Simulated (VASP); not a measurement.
Mo:

```xyz
2
Lattice="0.0000 3.1426 3.1426 3.1426 0.0000 3.1426 3.1426 3.1426 0.0000" Properties=species:S:1:pos:R:3 pbc="T T T"
Mo    0.0000    0.0000    0.0000
Mo    1.5713    1.5713    1.5713
```

| Property | Result |
| --- | --- |
| Program | VASP 6.6.1 |
| Task | relaxation of cell and atoms |
| Functional | PBE |
| Potentials or basis | VASP PAW PBE potentials, release 64 (Mo_sv) |
| Cutoff | 600 eV |
| k mesh | 11 × 11 × 11 |
| Occupations | fermi-dirac, width 0.05 eV |
| Spin | no spin polarisation |

At the start: pressure -17.4 GPa; volume 31.03 Å³/atom.

Question: Where does the relaxation end?

Answer: Over 11 steps the energy falls by 552.8 meV/atom and the volume is 23.09 Å³/atom (-25.6 %); space group Fd-3m (No. 227, to 0.05 Å).

The path:
| step | energy change (eV) | largest force (eV/Å) | pressure (GPa) | volume (Å³) |
| --- | --- | --- | --- | --- |
| 1 | 0.0000 | 0.0000 | -17.37 | 62.07 |
| 2 | -0.0869 | 0.0000 | 41.09 | 36.48 |
| 3 | -1.1034 | 0.0000 | -1.25 | 46.74 |
| 4 | -1.1054 | 0.0000 | -0.32 | 46.33 |
| 5 | -1.1054 | 0.0000 | 0.34 | 46.04 |
| 6 | -1.1054 | 0.0000 | -0.35 | 46.34 |
| 7 | -1.1055 | 0.0000 | -0.10 | 46.19 |
| 8 | -1.1055 | 0.0000 | 0.06 | 46.15 |
| 9 | -1.1055 | 0.0000 | 0.06 | 46.17 |
| 10 | -1.1055 | 0.0000 | 0.04 | 46.18 |
| 11 | -1.1055 | 0.0000 | 0.02 | 46.18 |

Final structure:
```cif
data_structure
_symmetry_space_group_name_H-M 'P 1'
_symmetry_Int_Tables_number 1
_cell_length_a 4.0271
_cell_length_b 4.0271
_cell_length_c 4.0271
_cell_angle_alpha 60.000
_cell_angle_beta 60.000
_cell_angle_gamma 60.000
_cell_volume 46.18
loop_
_atom_site_label
_atom_site_type_symbol
_atom_site_fract_x
_atom_site_fract_y
_atom_site_fract_z
_atom_site_occupancy
Mo1 Mo 0.00000 0.00000 0.00000 1
Mo2 Mo 0.25000 0.25000 0.25000 1
```

Caveat: the volume moved by over 15 % at a fixed basis, so the end points are rough.
